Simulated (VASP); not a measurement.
# Nb (Fd-3m) in VASP: a series of runs

Nb is run at these levels: revPBE; tasks: single point.

Program: VASP 6.6.1. These are calculated values, not measurements. Logs are shortened: lines on timing, memory, paths and dates and some standing lists are left out, and cuts for length are marked.

### Step 1. The cell of the first run

The structure is cubic, space group Fd-3m (No. 227). Conventional cell: a = 5.705 Å, b = 5.705 Å, c = 5.705 Å, α = 90.00°, β = 90.00°, γ = 90.00°. Within 3.3 Å of Nb (site symmetry -43m) lie 4 Nb at 2.47 Å.

### Step 2. Single point, revPBE (volume scaled by 0.88)

Contents of INCAR:

```
SYSTEM = Nb
PREC     = Accurate       ! precision mode
ENCUT    = 520            ! plane-wave cutoff, eV
EDIFF    = 1E-6           ! SCF threshold, eV
ISMEAR   = -1             ! smearing method
SIGMA    = 0.1            ! smearing width, eV
LREAL    = .False.        ! projectors in reciprocal space
LASPH    = .True.         ! aspherical terms in the spheres
NELM     = 80             ! most SCF steps
ALGO     = Normal         ! electronic algorithm
ISIF     = 2              ! what is computed and relaxed
LWAVE    = .False.        ! write WAVECAR
LCHARG   = .False.        ! write CHGCAR
GGA      = RE             ! functional
NBANDS   = 20             ! bands
```

Contents of KPOINTS:

```
Automatic mesh
0
Gamma
  10 10 10
  0 0 0
```

Contents of POSCAR:

```
Nb
1.0
    0.0000000000      2.8527101952      2.8527101952
    2.8527101952      0.0000000000      2.8527101952
    2.8527101952      2.8527101952      0.0000000000
Nb
2
Direct
    0.1250000000      0.1250000000      0.1250000000
    0.8750000000      0.8750000000      0.8750000000
```

Potentials or basis: VASP PAW PBE potentials, release 64 (Nb_sv).

On the command line:

```console
$ cat potpaw_PBE.64/Nb_sv/POTCAR > POTCAR
$ mpirun -np 1 vasp_std > vasp.out
```

OUTCAR:

```text
SYSTEM = Nb
   PREC = Accurate
   ENCUT = 520
   EDIFF = 1E-6
   ISMEAR = -1
   LREAL = .False.
   LASPH = .True.
   NELM = 80
   ISIF = 2
   GGA = RE

 ion  position               nearest neighbor table
   1  0.125  0.125  0.125-   2 2.47   2 2.47   2 2.47   2 2.47
   2  0.875  0.875  0.875-   1 2.47   1 2.47   1 2.47   1 2.47

  LATTYP: Found a face centered cubic cell.
 ALAT       =     5.7054203904

  Lattice vectors:

 A1 = (   0.0000000000,   2.8527101952,   2.8527101952)
 A2 = (   2.8527101952,   0.0000000000,   2.8527101952)
 A3 = (   2.8527101952,   2.8527101952,   0.0000000000)

Analysis of symmetry for initial positions (statically):
=====================================================================
 Subroutine PRICEL returns:
 Original cell was already a primitive cell.

 Routine SETGRP: Setting up the symmetry group for a
 face centered cubic supercell.

 Subroutine GETGRP returns: Found 48 space group operations
 (whereof 12 operations were pure point group operations)
 out of a pool of 48 trial point group operations.

The static configuration has the point symmetry D_3d.
 The point group associated with its full space group is O_h .

Analysis of symmetry for dynamics (positions and initial velocities):
=====================================================================
 Subroutine PRICEL returns:
 Original cell was already a primitive cell.

 Routine SETGRP: Setting up the symmetry group for a
 face centered cubic supercell.

 Subroutine GETGRP returns: Found 48 space group operations
 (whereof 12 operations were pure point group operations)
 out of a pool of 48 trial point group operations.

The dynamic configuration has the point symmetry D_3d.
 The point group associated with its full space group is O_h .

 Subroutine INISYM returns: Found 48 space group operations
 (whereof 12 operations are pure point group operations),
 and found     1 'primitive' translations

----------------------------------------------------------------------------------------

                                     Primitive cell

  volume of cell :      46.4305

  direct lattice vectors                    reciprocal lattice vectors
     0.000000000  2.852710195  2.852710195    -0.175271922  0.175271922  0.175271922
     2.852710195  0.000000000  2.852710195     0.175271922 -0.175271922  0.175271922
     2.852710195  2.852710195  0.000000000     0.175271922  0.175271922 -0.175271922

  length of vectors
     4.034341448  4.034341448  4.034341448     0.303579875  0.303579875  0.303579875

  position of ions in fractional coordinates (direct lattice)
     0.125000000  0.125000000  0.125000000
     0.875000000  0.875000000  0.875000000

  ion indices of the primitive-cell ions
   primitive index   ion index
                 1           1
                 2           2

----------------------------------------------------------------------------------------

 KPOINTS: Automatic mesh

Automatic generation of k-mesh.
 Grid dimensions read from file:
 generate k-points for:   10   10   10

 Generating k-lattice:

  Cartesian coordinates                     Fractional coordinates (reciprocal lattice)
    -0.017527192  0.017527192  0.017527192     0.100000000  0.000000000  0.000000000
     0.017527192 -0.017527192  0.017527192     0.000000000  0.100000000  0.000000000
     0.017527192  0.017527192 -0.017527192     0.000000000  0.000000000  0.100000000

  Length of vectors
     0.030357987  0.030357987  0.030357987

  Shift w.r.t. Gamma in fractional coordinates (k-lattice)
     0.000000000  0.000000000  0.000000000

 Subroutine IBZKPT returns following result:
 ===========================================

 Found     47 irreducible k-points:

 Following reciprocal coordinates:
            Coordinates               Weight
  0.000000  0.000000  0.000000      1.000000
  0.100000  0.000000  0.000000      8.000000
  0.200000  0.000000  0.000000      8.000000
  0.300000  0.000000  0.000000      8.000000
  0.400000  0.000000  0.000000      8.000000
  0.500000  0.000000  0.000000      4.000000
[... 16 lines left out ...]
  0.300000  0.300000  0.000000      6.000000
  0.400000  0.300000  0.000000     24.000000
 [... further k-points ...]
   k-points           NKPTS =     47   k-points in BZ     NKDIM =     47   number of bands    NBANDS=     20
   number of dos      NEDOS =    301   number of ions     NIONS =      2
   total plane-waves  NPLWV =  27000
   dimension x,y,z NGX =    30 NGY =   30 NGZ =   30
   dimension x,y,z NGXF=    60 NGYF=   60 NGZF=   60
   ions per type =               2
   NGX,Y,Z   is equivalent  to a cutoff of  12.36, 12.36, 12.36 a.u.
   NGXF,Y,Z  is equivalent  to a cutoff of  24.72, 24.72, 24.72 a.u.
 SYSTEM =  Nb
   PREC   = accura    normal or accurate (medium, high low for compatibility)
   ISTART =      0    job   : 0-new  1-cont  2-samecut
   ICHARG =      2    charge: 1-file 2-atom 10-const
   ISPIN  =      1    spin polarized calculation?
   LNONCOLLINEAR =      F non collinear calculations
   LSORBIT =      F    spin-orbit coupling
   LASPH  =      T    aspherical Exc in radial PAW
   ENCUT  =  520.0 eV  38.22 Ry    6.18 a.u.   7.50  7.50  7.50*2*pi/ulx,y,z
   NELM   =     80;   NELMIN=  2; NELMDL= -5     # of ELM steps
   EDIFF  = 0.1E-05   stopping-criterion for ELM
   LREAL  =      F    real-space projection
   EDIFFG = 0.1E-04   stopping-criterion for IOM
   NSW    =      0    number of steps for IOM
   IBRION =     -1    ionic relax: 0-MD 1-quasi-New 2-CG
   NFREE  =      0    steps in history (QN), initial steepest desc. (CG)
   ISIF   =      2    stress and relaxation
   ISYM   =      2    0-nonsym 1-usesym 2-fastsym
   POTIM  = 0.5000    time-step for ionic-motion
   TEBEG  =    0.0;   TEEND  =   0.0 temperature during run
   PSTRESS=    0.0 pullay stress
   NELECT =      26.0000    total number of electrons
   NUPDOWN=      -1.0000    fix difference up-down
   EMIN   =  10.00;   EMAX   =-10.00  energy-range for DOS
   EFERMI =   0.00;   METHOD = LEGACY
   ISMEAR =    -1;   SIGMA  =   0.10  broadening in eV -4-tet -1-fermi 0-gaus
   EFERMI_NEDOS =   21; number of points for ismear=-14 and -15
   IALGO  =     38    algorithm
   IMIX   =      4    mixing-type and parameters
     AMIX     =   0.40;   BMIX     =  1.00
     AMIX_MAG =   1.60;   BMIX_MAG =  1.00
  volume/ion in A,a.u.               =      23.22       156.66
  Fermi-wavevector in a.u.,A,eV,Ry     =   1.349372  2.549943 24.773546  1.820804
  Thomas-Fermi vector in A             =   2.476964
   LORBIT       =      0    0 simple, 1 ext, 2 COOP (PROOUT), +10 PAW based schemes
   GGA     = RE    functional components
   LHFCALC =     F    Hartree Fock is set to
   AEXX    =    0.0000 exact exchange contribution
   IVDW    =     0    specifies the selected vdW correction
   LEPSILON=     F    determine dielectric tensor
   LRPA    =     F    only Hartree local field effects (RPA)
 non-spin polarized calculation
  energy-cutoff  :      520.00
  volume of cell :       46.43
 maximum number of plane-waves:      1267
 NGX is ok and might be reduce to    30
   NGX = 15   NGY = 15   NGZ = 15

 number of electron      26.0000000 magnetization

 Free energy of the ion-electron system (eV)
  ---------------------------------------------------
  ext. energy  EPLUGINS =         0.00000000
  ---------------------------------------------------
  free energy    TOTEN  =       -14.46920549 eV

  energy without entropy =      -14.36724033  energy(sigma->0) =      -14.41822291

 E-fermi :   7.9268     XC(G=0): -10.7569

 val. band max:        7.9112467231   @ k =   0.4000   0.1000   0.0000
 cond. band min:       7.9358937774   @ k =  -0.4000   0.2000   0.0000
 fundamental gap:      0.0246470544
 Fermi energy:         7.9267694520

 k-point     1 :       0.0000    0.0000    0.0000
  band No.  band energies     occupation
      1     -46.6704      2.00000
      2     -45.7037      2.00000
      3     -23.1400      2.00000
      4     -23.1400      2.00000
      5     -23.1400      2.00000
      6     -21.7046      2.00000
[... 12 lines left out ...]
     19      13.7441      0.00000
     20      18.7685      0.00000

 k-point     2 :       0.1000    0.0000    0.0000
  band No.  band energies     occupation
      1     -46.6535      2.00000
      2     -45.7223      2.00000
      3     -23.1589      2.00000
      4     -23.1589      2.00000
      5     -23.1404      2.00000
      6     -21.7029      2.00000
[... 12 lines left out ...]
     19      13.7084      0.00000
     20      18.1583      0.00000

 k-point     3 :       0.2000    0.0000    0.0000
  band No.  band energies     occupation
      1     -46.6060      2.00000
      2     -45.7744      2.00000
      3     -23.2059      2.00000
      4     -23.2059      2.00000
      5     -23.1424      2.00000
      6     -21.6968      2.00000
[... 12 lines left out ...]
     19      13.5885      0.00000
     20      17.7408      0.00000

 k-point     4 :       0.3000    0.0000    0.0000
  band No.  band energies     occupation
      1     -46.5376      2.00000
      2     -45.8486      2.00000
      3     -23.2599      2.00000
      4     -23.2599      2.00000
      5     -23.1473      2.00000
      6     -21.6862      2.00000
[... 12 lines left out ...]
     19      13.3516      0.00000
     20      16.3842      0.00000

 k-point     5 :       0.4000    0.0000    0.0000
  band No.  band energies     occupation
      1     -46.4690      2.00000
      2     -45.9217      2.00000
      3     -23.3009      2.00000
      4     -23.3009      2.00000
      5     -23.1531      2.00000
      6     -21.6751      2.00000
[... 12 lines left out ...]
     19      12.9977      0.00000
     20      14.3512      0.00000
[... 353 lines left out ...]
      6     -21.8883      2.00000
[... 12 lines left out ...]
     19      13.8568      0.00000
     20      15.0532      0.00000

 k-point    22 :      -0.2000    0.2000    0.0000
  band No.  band energies     occupation
      1     -46.5100      2.00000
      2     -45.8781      2.00000
      3     -23.3929      2.00000
      4     -23.2617      2.00000
      5     -23.0104      2.00000
      6     -21.8179      2.00000
[... 12 lines left out ...]
     19      13.9982      0.00000
     20      17.0706      0.00000

 k-point    23 :       0.3000    0.3000    0.0000
  band No.  band energies     occupation
      1     -46.4788      2.00000
      2     -45.9113      2.00000
      3     -23.3880      2.00000
      4     -23.3880      2.00000
      5     -22.8431      2.00000
      6     -22.0109      2.00000
[... 12 lines left out ...]
     19      13.9250      0.00000
     20      16.5411      0.00000

 k-point    24 :       0.4000    0.3000    0.0000
  band No.  band energies     occupation
      1     -46.4109      2.00000
      2     -45.9829      2.00000
      3     -23.4417      2.00000
      4     -23.4261      2.00000
      5     -22.7561      2.00000
      6     -22.0937      2.00000
[... 12 lines left out ...]
     19      13.7815      0.00000
     20      15.4506      0.00000

 [... further k-points ...]
[... 5 lines left out ...]
  --------------------------------------------------------------------------------------
  -------------------------------------------------------------------------------------
  Total        2.9725687      2.9725687      2.9725687      0.0000000      0.0000000      0.0000000
  in kB      102.5745271    102.5745271    102.5745271      0.0000000      0.0000000      0.0000000
  external PRESSURE =     102.5745271 kB  Pullay stress =       0.0000000 kB

 VOLUME and BASIS-vectors are now :
 -----------------------------------------------------------------------------
  energy-cutoff  :      520.00
  volume of cell :       46.43
      direct lattice vectors                 reciprocal lattice vectors
     0.000000000  2.852710195  2.852710195    -0.175271922  0.175271922  0.175271922
     2.852710195  0.000000000  2.852710195     0.175271922 -0.175271922  0.175271922
     2.852710195  2.852710195  0.000000000     0.175271922  0.175271922 -0.175271922

 POSITION                                       TOTAL-FORCE (eV/Angst)
 -----------------------------------------------------------------------------------
      0.71318      0.71318      0.71318        -0.000000     -0.000000     -0.000000
      4.99224      4.99224      4.99224         0.000000      0.000000      0.000000
 -----------------------------------------------------------------------------------
    total drift:                               -0.000000      0.000000      0.000000

  FREE ENERGIE OF THE ION-ELECTRON SYSTEM (eV)
  ---------------------------------------------------
  free  energy   TOTEN  =       -14.4692054868 eV

  energy  without entropy=      -14.3672403347  energy(sigma->0) =      -14.41822291
```

It took 34 s on 1 thread of Intel Xeon Platinum 8488C (Sapphire Rapids), shared host; peak memory 0.18 GiB.

Results:

```
Free energy            : -14.4692 eV
Pressure               : 10.3 GPa
Band gap on the k mesh : zero (band 13 reaches 8.65 eV, above the bottom of band 14 at 6.99 eV)
```

Caveat: the PAW data sets were made with another functional, which shifts forces and pressure a little.

(Part 1 of 2 ends here.)
